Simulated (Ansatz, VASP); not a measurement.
# Ir in VASP and in Ansatz

```
Ir
1.0
     3.54554    0.00000    0.00000
    -1.77277    3.07053    0.00000
     0.00000    0.00000    4.02253
Ir
3
Direct
  0.22540 0.00000 0.33333
  0.00000 0.22540 0.66667
  0.77460 0.77460 0.00000
```

Alike in both runs: task relaxation of cell and atoms; functional PBEsol; k mesh 6 × 6 × 4; occupations gaussian, width 0.1 eV; no spin polarisation.

|  | VASP | Ansatz |
| --- | --- | --- |
| version | VASP 6.6.1 | Ansatz 0.2.0 |
| potentials or method | VASP PAW PBE potentials, release 64 (Ir), cutoff 600 eV | scalar-relativistic, plane waves, PAW |
| valence electrons in the cell | 27 | 51 |

VASP gave:

| Property | Result |
| --- | --- |
| gap on the k mesh at the Fermi level, each at its own relaxed structure (eV) | none |
| relaxed volume (Å³/atom) | 16.38 |
| relaxed cell length with the largest relative difference (Å) | 4.193 |

Task: What did Ansatz give for the same quantities?

Result: gap on the k mesh at the Fermi level, each at its own relaxed structure (eV): none; relaxed volume (Å³/atom): 16.36; relaxed cell length with the largest relative difference (Å): 4.181.

VASP's potentials were made for PBE, not for PBEsol. A gap of «none» marks a metal or a gap that the smearing closes. VASP's potentials hold 27 valence electrons a cell and Ansatz's 51, so a difference there can come from the potentials and not from the codes.

The k mesh is coarse, so the values compare programs but aren't converged. Spin-orbit coupling is off throughout. Noted on VASP's run: too few bands were computed for a metal, which touches its energy and stress.
